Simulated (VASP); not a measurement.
Here is a VASP 6.6.1 calculation.

Contents of INCAR:

```
PREC = Accurate ; ENCUT = 600
EDIFF = 1E-7 ; ISMEAR = 0
SIGMA = 0.1 ; LREAL = F
LASPH = T ; NELM = 100
ALGO = Normal ; ISIF = 3
LWAVE = F ; LCHARG = F
GGA = PE ; IBRION = 2
NSW = 90 ; EDIFFG = -0.04
```

KPOINTS

```
Automatic mesh
0
Gamma
  4 4 4
```

POSCAR

```
SnO2
1.0
    0.0000000000      3.3203562390      3.3203562390
    3.3203562390      0.0000000000      3.3203562390
    3.3203562390      3.3203562390      0.0000000000
Sn O
2 4
Direct
    0.0000000000      0.0000000000      0.0000000000
    0.2500000000      0.2500000000      0.2500000000
    0.6250000000      0.6250000000      0.6250000000
    0.1250000000      0.6250000000      0.6250000000
    0.6250000000      0.6250000000      0.1250000000
    0.6250000000      0.1250000000      0.6250000000
```

Potentials or basis: VASP PAW PBE potentials, release 64 (Sn_d, O).

The run is started by

```bash
$ cat potpaw_PBE.64/Sn_d/POTCAR potpaw_PBE.64/O/POTCAR > POTCAR
$ mpirun -np 1 vasp_std > vasp.out
```

**Question.** What does it give for the relaxed volume?

**Answer.** 12.90 Å³/atom.

**Question.** Estimate the band gap on the k mesh.

**Answer.** Zero (bands 26 and 27 overlap by 0.23 eV).

Final structure:
```cif
data_structure
_symmetry_space_group_name_H-M 'P 1'
_symmetry_Int_Tables_number 1
_cell_length_a 4.7836
_cell_length_b 4.7836
_cell_length_c 4.7836
_cell_angle_alpha 60.000
_cell_angle_beta 60.000
_cell_angle_gamma 60.000
_cell_volume 77.40
loop_
_atom_site_label
_atom_site_type_symbol
_atom_site_fract_x
_atom_site_fract_y
_atom_site_fract_z
_atom_site_occupancy
Sn1 Sn 0.00000 0.00000 0.00000 1
Sn2 Sn 0.25000 0.25000 0.25000 1
O1 O 0.62500 0.62500 0.62500 1
O2 O 0.12500 0.62500 0.62500 1
O3 O 0.62500 0.62500 0.12500 1
O4 O 0.62500 0.12500 0.62500 1
```

Caveat: the k points lie up to 0.40 Å⁻¹ apart in the final cell; semilocal functionals underestimate gaps, so a narrow gap can read as zero; spin-orbit coupling is left out, which moves the levels of the heavy elements.
